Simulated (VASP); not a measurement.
# TaN in VASP: a series of runs

Runs on TaN. Level: PBE. Tasks: single point, molecular dynamics.

All numbers are computed with VASP 6.6.1; they aren't measurements. Logs are shortened: lines on timing, memory, paths and dates and some standing lists are left out, and cuts for length are marked.

### 1 The cell of the first run

The typed cell holds 6 atoms: a = 5.239 Å, b = 5.239 Å, c = 2.935 Å, α = 90.00°, β = 90.00°, γ = 120.00°.

### 2 Single point, PBE

Contents of INCAR:

```
ALGO = Normal
EDIFF = 1E-7
ENCUT = 520
GGA = PE
ISIF = 2
ISMEAR = 0
LASPH = T
LCHARG = F
LREAL = F
LWAVE = F
NBANDS = 33
NELM = 60
PREC = Accurate
SIGMA = 0.1
```

Contents of KPOINTS:

```
k-points
0
Gamma
  3 3 5
```

Contents of POSCAR:

```
TaN
1.0
    5.2386090400      0.0000006000      0.0000000000
   -2.6193040000      4.5367688000      0.0000000000
    0.0000000000      0.0000000000      2.9348710000
Ta N
3 3
Direct
    0.3319216173      0.6662272058      0.5019290456
    0.6695565511      0.3311177326      0.5046419417
   -0.0010553208      0.0033400425     -0.0031568679
    0.3916382299      0.0047323913     -0.0235959264
    0.6085540773      0.5971498117     -0.0217716554
   -0.0056549420      0.3892671373      0.0012637693
```

Potentials or basis: VASP PAW PBE potentials, release 64 (Ta_pv, N).

Launch:

```console
$ cat potpaw_PBE.64/Ta_pv/POTCAR potpaw_PBE.64/N/POTCAR > POTCAR
$ mpirun -np 1 vasp_std > vasp.out
```

OUTCAR:

```text
EDIFF = 1E-7
   ENCUT = 520
   GGA = PE
   ISIF = 2
   ISMEAR = 0
   LASPH = T
   LREAL = F
   NELM = 60
   PREC = Accurate

 ion  position               nearest neighbor table
   1  0.332  0.666  0.502-   4 2.15   5 2.17   6 2.19   6 2.20   4 2.25   5 2.26   2 3.01   2 3.02
                             2 3.05   3 3.34   3 3.35   3 3.36   3 3.37   3 3.37   3 3.38
   2  0.670  0.331  0.505-   5 2.10   4 2.11   6 2.14   6 2.16   5 2.21   4 2.23   1 3.01   1 3.02
                             1 3.05   3 3.31   3 3.33   3 3.37   3 3.37   3 3.39   3 3.39
   3  0.999  0.003  0.997-   6 2.03   4 2.05   5 2.09   2 3.31   2 3.33   1 3.34   1 3.35   1 3.36
                             2 3.37   1 3.37   1 3.37   2 3.37   1 3.38   2 3.39   2 3.39
   4  0.392  0.005  0.976-   3 2.05   2 2.11   1 2.15   2 2.23   1 2.25
   5  0.609  0.597  0.978-   3 2.09   2 2.10   1 2.17   2 2.21   1 2.26
   6  0.994  0.389  0.001-   3 2.03   2 2.14   2 2.16   1 2.19   1 2.20

  LATTYP: Found a hexagonal cell.
 ALAT       =     5.2386090400
 C/A-ratio  =     0.5602386010

  Lattice vectors:

 A1 = (   5.2386090400,   0.0000006000,   0.0000000000)
 A2 = (  -2.6193040000,   4.5367688000,   0.0000000000)
 A3 = (   0.0000000000,   0.0000000000,   2.9348710000)

Analysis of symmetry for initial positions (statically):
=====================================================================
 Subroutine PRICEL returns:
 Original cell was already a primitive cell.

 Routine SETGRP: Setting up the symmetry group for a
 hexagonal supercell.

 Subroutine GETGRP returns: Found  1 space group operations
 (whereof  1 operations were pure point group operations)
 out of a pool of 24 trial point group operations.

The static configuration has the point symmetry C_1 .

Analysis of symmetry for dynamics (positions and initial velocities):
=====================================================================
 Subroutine PRICEL returns:
 Original cell was already a primitive cell.

 Routine SETGRP: Setting up the symmetry group for a
 hexagonal supercell.

 Subroutine GETGRP returns: Found  1 space group operations
 (whereof  1 operations were pure point group operations)
 out of a pool of 24 trial point group operations.

The dynamic configuration has the point symmetry C_1 .

 Subroutine INISYM returns: Found  1 space group operations
 (whereof  1 operations are pure point group operations),
 and found     1 'primitive' translations

----------------------------------------------------------------------------------------

                                     Primitive cell

  volume of cell :      69.7512

  direct lattice vectors                    reciprocal lattice vectors
     5.238609040  0.000000600  0.000000000     0.190890354  0.110210568  0.000000000
    -2.619304000  4.536768800  0.000000000    -0.000000025  0.220421180  0.000000000
     0.000000000  0.000000000  2.934871000     0.000000000  0.000000000  0.340730478

  length of vectors
     5.238609040  5.238609032  2.934871000     0.220421180  0.220421180  0.340730478

  position of ions in fractional coordinates (direct lattice)
     0.331921617  0.666227206  0.501929046
     0.669556551  0.331117733  0.504641942
     0.998944679  0.003340042  0.996843132
     0.391638230  0.004732391  0.976404074
     0.608554077  0.597149812  0.978228345
     0.994345058  0.389267137  0.001263769

  ion indices of the primitive-cell ions
   primitive index   ion index
                 1           1
                 2           2
                 3           3
                 4           4
                 5           5
                 6           6

----------------------------------------------------------------------------------------

 KPOINTS: k-points

Automatic generation of k-mesh.
 Grid dimensions read from file:
 generate k-points for:    3    3    5

 Generating k-lattice:

  Cartesian coordinates                     Fractional coordinates (reciprocal lattice)
     0.063630118  0.036736856  0.000000000     0.333333333  0.000000000  0.000000000
    -0.000000008  0.073473727  0.000000000     0.000000000  0.333333333  0.000000000
     0.000000000  0.000000000  0.068146096     0.000000000  0.000000000  0.200000000

  Length of vectors
     0.073473727  0.073473727  0.068146096

  Shift w.r.t. Gamma in fractional coordinates (k-lattice)
     0.000000000  0.000000000  0.000000000

 Subroutine IBZKPT returns following result:
 ===========================================

 Found     23 irreducible k-points:

 Following reciprocal coordinates:
            Coordinates               Weight
  0.000000  0.000000  0.000000      1.000000
  0.333333  0.000000  0.000000      2.000000
  0.000000  0.333333  0.000000      2.000000
 -0.333333  0.333333  0.000000      2.000000
  0.333333  0.333333  0.000000      2.000000
  0.000000  0.000000  0.200000      2.000000
[... 15 lines left out ...]
  0.333333  0.333333  0.400000      2.000000
 -0.333333 -0.333333  0.400000      2.000000
   k-points           NKPTS =     23   k-points in BZ     NKDIM =     23   number of bands    NBANDS=     33
   number of dos      NEDOS =    301   number of ions     NIONS =      6
   total plane-waves  NPLWV =  38400
   dimension x,y,z NGX =    40 NGY =   40 NGZ =   24
   dimension x,y,z NGXF=    80 NGYF=   80 NGZF=   48
   ions per type =               3   3
   NGX,Y,Z   is equivalent  to a cutoff of  12.69, 12.69, 13.59 a.u.
   NGXF,Y,Z  is equivalent  to a cutoff of  25.39, 25.39, 27.19 a.u.
 SYSTEM =  unknown system
   PREC   = accura    normal or accurate (medium, high low for compatibility)
   ISTART =      0    job   : 0-new  1-cont  2-samecut
   ICHARG =      2    charge: 1-file 2-atom 10-const
   ISPIN  =      1    spin polarized calculation?
   LNONCOLLINEAR =      F non collinear calculations
   LSORBIT =      F    spin-orbit coupling
   LASPH  =      T    aspherical Exc in radial PAW
   ENCUT  =  520.0 eV  38.22 Ry    6.18 a.u.   9.74  9.74  5.46*2*pi/ulx,y,z
   NELM   =     60;   NELMIN=  2; NELMDL= -5     # of ELM steps
   EDIFF  = 0.1E-06   stopping-criterion for ELM
   LREAL  =      F    real-space projection
   EDIFFG = 0.1E-05   stopping-criterion for IOM
   NSW    =      0    number of steps for IOM
   IBRION =     -1    ionic relax: 0-MD 1-quasi-New 2-CG
   NFREE  =      0    steps in history (QN), initial steepest desc. (CG)
   ISIF   =      2    stress and relaxation
   ISYM   =      2    0-nonsym 1-usesym 2-fastsym
   POTIM  = 0.5000    time-step for ionic-motion
   TEBEG  =    0.0;   TEEND  =   0.0 temperature during run
   PSTRESS=    0.0 pullay stress
   NELECT =      48.0000    total number of electrons
   NUPDOWN=      -1.0000    fix difference up-down
   EMIN   =  10.00;   EMAX   =-10.00  energy-range for DOS
   EFERMI =   0.00;   METHOD = LEGACY
   ISMEAR =     0;   SIGMA  =   0.10  broadening in eV -4-tet -1-fermi 0-gaus
   EFERMI_NEDOS =   21; number of points for ismear=-14 and -15
   IALGO  =     38    algorithm
   IMIX   =      4    mixing-type and parameters
     AMIX     =   0.40;   BMIX     =  1.00
     AMIX_MAG =   1.60;   BMIX_MAG =  1.00
  volume/ion in A,a.u.               =      11.63        78.45
  Fermi-wavevector in a.u.,A,eV,Ry     =   1.445344  2.731305 28.422849  2.089020
  Thomas-Fermi vector in A             =   2.563537
   LORBIT       =      0    0 simple, 1 ext, 2 COOP (PROOUT), +10 PAW based schemes
   GGA     = PE    functional components
   LHFCALC =     F    Hartree Fock is set to
   AEXX    =    0.0000 exact exchange contribution
   IVDW    =     0    specifies the selected vdW correction
   LEPSILON=     F    determine dielectric tensor
   LRPA    =     F    only Hartree local field effects (RPA)
 non-spin polarized calculation
 Gauss-broadening in eV      SIGMA  =   0.10
  energy-cutoff  :      520.00
  volume of cell :       69.75
 maximum number of plane-waves:      1895
   NGX = 19   NGY = 19   NGZ = 11

 number of electron      48.0000003 magnetization

 Free energy of the ion-electron system (eV)
  ---------------------------------------------------
  ext. energy  EPLUGINS =         0.00000000
  ---------------------------------------------------
  free energy    TOTEN  =       -67.32965587 eV

  energy without entropy =      -67.32441917  energy(sigma->0) =      -67.32703752

 E-fermi :   7.8463     XC(G=0): -12.8708

 val. band max:        7.7949011236   @ k =  -0.0000  -0.3333   0.4000
 cond. band min:       8.2695613107   @ k =  -0.3333   0.3333   0.2000
 fundamental gap:      0.4746601871
 Fermi energy:         7.8463331361

 k-point     1 :       0.0000    0.0000    0.0000
  band No.  band energies     occupation
      1     -28.1965      2.00000
      2     -28.1607      2.00000
      3     -27.8577      2.00000
      4     -27.8324      2.00000
      5     -27.6897      2.00000
      6     -27.5827      2.00000
[... 25 lines left out ...]
     32      11.1562      0.00000
     33      11.1705      0.00000

 k-point     2 :       0.3333    0.0000    0.0000
  band No.  band energies     occupation
      1     -28.2211      2.00000
      2     -28.1398      2.00000
      3     -27.8561      2.00000
      4     -27.7773      2.00000
      5     -27.6705      2.00000
      6     -27.6006      2.00000
[... 25 lines left out ...]
     32      11.7270      0.00000
     33      11.9567      0.00000
[... 718 lines left out ...]
     32      11.7672      0.00000
     33      12.7574      0.00000

 k-point    23 :      -0.3333   -0.3333    0.4000
  band No.  band energies     occupation
      1     -28.3260      2.00000
      2     -28.3120      2.00000
      3     -28.1130      2.00000
      4     -27.9136      2.00000
      5     -27.8618      2.00000
      6     -27.6637      2.00000
[... 25 lines left out ...]
     32      11.7178      0.00000
     33      12.5559      0.00000

------------------------ aborting loop because EDIFF is reached ----------------------------------------

  FORCE on cell =-STRESS in cart. coord.  units (eV):
  Direction    XX          YY          ZZ          XY          YZ          ZX
  --------------------------------------------------------------------------------------
  -------------------------------------------------------------------------------------
  Total        0.0211261      0.0437649     -1.4923415     -0.3656036      0.1631493     -0.3015953
  in kB        0.4852651      1.0052754    -34.2789198     -8.3978746      3.7475217     -6.9276100
  external PRESSURE =     -10.9294598 kB  Pullay stress =       0.0000000 kB

 VOLUME and BASIS-vectors are now :
 -----------------------------------------------------------------------------
  energy-cutoff  :      520.00
  volume of cell :       69.75
      direct lattice vectors                 reciprocal lattice vectors
     5.238609040  0.000000600  0.000000000     0.190890354  0.110210568  0.000000000
    -2.619304000  4.536768800  0.000000000    -0.000000025  0.220421180  0.000000000
     0.000000000  0.000000000  2.934871000     0.000000000  0.000000000  0.340730478

 POSITION                                       TOTAL-FORCE (eV/Angst)
 -----------------------------------------------------------------------------------
     -0.00624      3.02252      1.47310         0.282783     -0.094934     -0.767729
      2.64025      1.50221      1.48106        -0.490557     -0.037546     -1.138339
      5.22433      0.01515      2.92561         0.131396     -0.763560     -0.285346
      2.03924      0.02147      2.86562         0.183517     -0.614796      1.111052
      1.62386      2.70913      2.87097        -0.615570      1.000125      1.062601
      4.18938      1.76602      0.00371         0.508431      0.510711      0.017760
 -----------------------------------------------------------------------------------
    total drift:                               -0.000048      0.000013     -0.000008

  FREE ENERGIE OF THE ION-ELECTRON SYSTEM (eV)
  ---------------------------------------------------
  free  energy   TOTEN  =       -67.3296558668 eV

  energy  without entropy=      -67.3244191667  energy(sigma->0) =      -67.32703752
```

It took 24 s on 1 thread of Intel Xeon 6975P-C (Granite Rapids), shared host; peak memory 0.2 GiB.

Results:

```
Free energy            : -67.3297 eV
Pressure               : -1.1 GPa
Largest force          : 1.584 eV/Å
Band gap on the k mesh : zero (band 24 reaches 9.28 eV, above the bottom of band 25 at 7.27 eV)
```

Forces in eV/Å, atoms in the order of the input:
```
Ta   0.283 -0.095 -0.768
Ta  -0.491 -0.038 -1.138
Ta   0.131 -0.764 -0.285
N    0.184 -0.615  1.111
N   -0.616  1.000  1.063
N    0.508  0.511  0.018
```

Stress tensor (GPa, compression positive):
```
 0.05 -0.84 -0.69
-0.84  0.10  0.37
-0.69  0.37 -3.43
```

Caveat: the k points lie up to 0.46 Å⁻¹ apart; spin-orbit coupling is left out, which moves the levels of the heavy elements; forces of over 1 eV/Å act on the atoms, so gaps and moduli don't describe the material at rest.

### 3 Single point, PBE

Contents of INCAR:

```
PREC = Accurate
ENCUT = 520
EDIFF = 1E-6
ISMEAR = 0
SIGMA = 0.1
LREAL = F
LASPH = T
NELM = 80
ALGO = Normal
ISIF = 2
LWAVE = F
LCHARG = F
GGA = PE
NBANDS = 33
```

Contents of KPOINTS:

```
Automatic mesh
0
Gamma
  3 3 5
```

Contents of POSCAR:

```
TaN
1.0
    5.2386090400      0.0000006000      0.0000000000
   -2.6193040000      4.5367688000      0.0000000000
    0.0000000000      0.0000000000      2.9348710000
Ta N
3 3
Direct
    0.3310468712      0.6656360362      0.5015494719
    0.6714194542      0.3289648785      0.5059230883
   -0.0025585876      0.0051523458     -0.0070820830
    0.3878297956     -0.0040699082     -0.0045235378
    0.6090769036      0.6100726655     -0.0034747694
    0.0042849084      0.3971848857      0.0029520889
```

Potentials or basis: VASP PAW PBE potentials, release 64 (Ta_pv, N).

Launch:

```console
$ cat potpaw_PBE.64/Ta_pv/POTCAR potpaw_PBE.64/N/POTCAR > POTCAR
$ mpirun -np 1 vasp_std > vasp.out
```

It took 25 s on 1 thread of Intel Xeon 6975P-C (Granite Rapids), shared host; peak memory 0.2 GiB.

It converged, with:

```yaml
Free_energy: -67.4169 eV
Pressure: -1.6 GPa
Largest_force: 1.150 eV/Å
Band_gap_on_the_k_mesh: zero (band 24 reaches 9.27 eV, above the bottom of band 25 at 7.26 eV)
```

Forces on the atoms (eV/Å):
```
Ta   0.516  0.243 -0.168
Ta  -1.001  0.391 -0.411
Ta   0.569 -0.521  0.194
N    0.077  0.361  0.263
N    0.114 -0.286  0.189
N   -0.275 -0.187 -0.067
```

Stress tensor (GPa, compression positive):
```
-0.79  0.29 -0.03
 0.29  0.27  0.11
-0.03  0.11 -4.18
```

Levels at points of the mesh, in eV from the Fermi level:
| k point | band 21 | band 22 | band 23 | band 24 | band 25 | band 26 | band 27 | band 28 |
| --- | --- | --- | --- | --- | --- | --- | --- | --- |
| (0.00, 0.00, 0.00) | -3.99 | -3.09 | -1.67 | -0.77 | -0.62 | 0.71 | 0.84 | 1.84 |

Caveat: the k points lie up to 0.46 Å⁻¹ apart; spin-orbit coupling is left out, which moves the levels of the heavy elements; forces of over 1 eV/Å act on the atoms, so gaps and moduli don't describe the material at rest.

### 4 Single point, PBE

Contents of INCAR:

```
ALGO     = Normal         # electronic algorithm
EDIFF    = 1E-6           # SCF threshold, eV
ENCUT    = 520            # plane-wave cutoff, eV
GGA      = PE             # functional
ISIF     = 2              # what is computed and relaxed
ISMEAR   = 0              # smearing method
LASPH    = True           # aspherical terms in the spheres
LCHARG   = False          # write CHGCAR
LREAL    = False          # projectors in reciprocal space
LWAVE    = False          # write WAVECAR
NBANDS   = 33             # bands
NELM     = 60             # most SCF steps
PREC     = Accurate       # precision mode
SIGMA    = 0.1            # smearing width, eV
```

Contents of KPOINTS:

```
k-points
0
Gamma
  3 3 5
```

Contents of POSCAR:

```
TaN
1.0
    5.2386090400      0.0000006000      0.0000000000
   -2.6193040000      4.5367688000      0.0000000000
    0.0000000000      0.0000000000      2.9348710000
Ta N
3 3
Direct
    0.3312541531      0.6655088532      0.5007388740
    0.6718366165      0.3277761470      0.5057179685
   -0.0034927270      0.0057205917     -0.0099564853
    0.3889167505     -0.0055698746      0.0221369185
    0.6087758853      0.6175204773      0.0207109614
    0.0075013595      0.4008972191      0.0023612622
```

Launch:

```console
$ cat potpaw_PBE.64/Ta_pv/POTCAR potpaw_PBE.64/N/POTCAR > POTCAR
$ mpirun -np 1 vasp_std > vasp.out
```

Run time: 22 s. Hardware: 1 thread of Intel Xeon 6975P-C (Granite Rapids), shared host; peak memory 0.2 GiB.

It converged, with:

- Free energy: -67.3093 eV
- Pressure: -1.0 GPa
- Largest force: 1.351 eV/Å
- Band gap on the k mesh: zero (band 24 reaches 9.25 eV, above the bottom of band 25 at 7.21 eV)

Forces on the atoms (eV/Å):
```
Ta   0.452  0.386  0.795
Ta  -1.128  0.669  0.328
Ta   0.836 -0.251  0.723
N   -0.209  0.635 -0.971
N    0.531 -0.906 -0.813
N   -0.483 -0.533 -0.062
```

Stress tensor (GPa, compression positive):
```
-0.53  0.86  0.05
 0.86  1.03 -0.34
 0.05 -0.34 -3.48
```

Levels at points of the mesh, in eV from the Fermi level:
```csv
k point,band 20,band 21,band 22,band 23,band 24,band 25,band 26,band 27,band 28,band 29
"(0.00, 0.00, 0.00)",-4.70,-4.06,-3.06,-1.71,-0.79,-0.69,0.71,0.88,1.79,1.99
```

Caveat: the k points lie up to 0.46 Å⁻¹ apart; spin-orbit coupling is left out, which moves the levels of the heavy elements; forces of over 1 eV/Å act on the atoms, so gaps and moduli don't describe the material at rest.

[end of part 1 of 2]
